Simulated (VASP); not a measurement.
# As: single point with LDA

Crystal: As.

```
As
1.0
     1.87999    1.08541    3.32765
    -1.87999    1.08541    3.32765
     0.00000   -2.17082    3.32765
As
2
Direct
  0.76951 0.76951 0.76951
  0.23049 0.23049 0.23049
```

- Program: VASP 6.6.1
- Task: single point
- Functional: LDA
- Potentials or basis: VASP PAW LDA potentials, release 64 (As)
- Cutoff: 500 eV
- k mesh: 10 × 10 × 10
- Occupations: fermi-dirac, width 0.1 eV
- Spin: no spin polarisation

```
Pressure               : 0.5 GPa
Largest force          : 0.069 eV/Å
Band gap on the k mesh : zero (band 5 reaches 5.96 eV, above the bottom of band 6 at 5.74 eV)
```

Forces on the atoms (eV/Å):
```
As   0.000  0.000 -0.069
As   0.000  0.000  0.069
```

Stress tensor (GPa, compression positive):
```
0.52 0.00 0.00
0.00 0.52 0.00
0.00 0.00 0.36
```

Levels at points of the mesh, in eV from the Fermi level:
```tsv
k point	band 2	band 3	band 4	band 5	band 6	band 7	band 8	band 9
(0.00, 0.00, 0.00)	-5.50	-2.41	-2.14	-2.14	2.13	3.16	3.16	6.46
(0.50, 0.00, 0.00)	-11.44	-2.62	-2.40	-0.35	-0.29	0.24	0.84	9.47
(0.50, 0.50, 0.00)	-9.60	-6.49	-4.46	-4.41	1.51	5.82	6.79	7.86
(0.50, 0.50, 0.50)	-10.52	-1.77	-1.77	-0.69	0.30	0.30	1.58	8.52
```

Wall time 54 s on 1 thread of Intel(R) Xeon(R) Platinum 8375C CPU @ 2.90GHz (Ice Lake), with other jobs on the host, peak memory 0.17 GiB.
